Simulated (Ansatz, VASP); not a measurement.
# One calculation of HfSiO4, two programs

Contents of INCAR:

```
  PREC = Accurate
  ENCUT = 600
  EDIFF = 1E-6
  ISMEAR = 0
  SIGMA = 0.01
  LREAL = False
  LASPH = True
  NELM = 100
  ALGO = Normal
  ISIF = 3
  LWAVE = False
  LCHARG = False
  GGA = PE
  IBRION = 2
  NSW = 100
  EDIFFG = -0.01
```

Contents of KPOINTS:

```
regular mesh
0
Gamma
  10 10 10
```

File POSCAR:

```
HfSiO4
1.0
    0.0000000000      3.4559562335      3.4559562335
    3.4559562335      0.0000000000      3.4559562335
    3.4559562335      3.4559562335      0.0000000000
Hf Si O
1 1 4
Direct
    0.5000000000      0.5000000000      0.5000000000
    0.0000000000      0.0000000000      0.0000000000
    0.3968521159      0.8677159614      0.8677159614
    0.8677159614      0.8677159614      0.8677159614
    0.8677159614      0.8677159614      0.3968521159
    0.8677159614      0.3968521159      0.8677159614
```

Input for Ansatz:

```yaml
crystal:
  lattice:
    - [0.0, 3.4559562335, 3.4559562335]
    - [3.4559562335, 0.0, 3.4559562335]
    - [3.4559562335, 3.4559562335, 0.0]
  atoms:
    - { symbol: Hf, position: [0.5, 0.5, 0.5] }
    - { symbol: Si, position: [0.0, 0.0, 0.0] }
    - { symbol: O, position: [0.3968521159, 0.8677159614, 0.8677159614] }
    - { symbol: O, position: [0.8677159614, 0.8677159614, 0.8677159614] }
    - { symbol: O, position: [0.8677159614, 0.8677159614, 0.3968521159] }
    - { symbol: O, position: [0.8677159614, 0.3968521159, 0.8677159614] }
basis:
  ecutwfc: 420
kpoints:
  mp_grid: { grid: [10, 10, 10] }
hamiltonian:
  xc: pbe
scf:
  occupations: { method: gaussian, width: 0.01 }
output:
  forces: true
  stress: true
  eigenvalues: true
  write_density: true
  write_potential: true
  elf: true
  volumetric_format: npy
relax:
  adjacent_minimum: "off"
  f_tol: 0.01
  max_steps: 80
  cell: { stress_tol: 0.05 }
```

Change from the starting cell: species swapped into the TlClO4 type (F-43m, No. 216).

Alike in both runs: task relaxation of cell and atoms; functional PBE; k mesh 10 × 10 × 10; occupations gaussian, width 0.01 eV; no spin polarisation.

|  | VASP | Ansatz |
| --- | --- | --- |
| version | VASP 6.6.1 | Ansatz 0.2.0 |
| potentials or method | VASP PAW PBE potentials, release 64 (Hf_pv, Si, O), cutoff 600 eV | scalar-relativistic, plane waves, PAW |
| valence electrons in the cell | 38 | 54 |

|  | VASP | Ansatz | Ansatz less VASP |
| --- | --- | --- | --- |
| gap on the k mesh at the Fermi level, each at its own relaxed structure (eV) | 0.13 | 0.14 | +0.007 |
| relaxed volume (Å³/atom) | 13.72 | 13.76 | +0.044 |
| relaxed cell length with the largest relative difference (Å) | 4.882 | 4.887 | +0.0052 |

VASP's potentials hold 38 valence electrons a cell and Ansatz's 54, so a difference there can come from the potentials and not from the codes.

Neither program's run includes spin-orbit coupling.
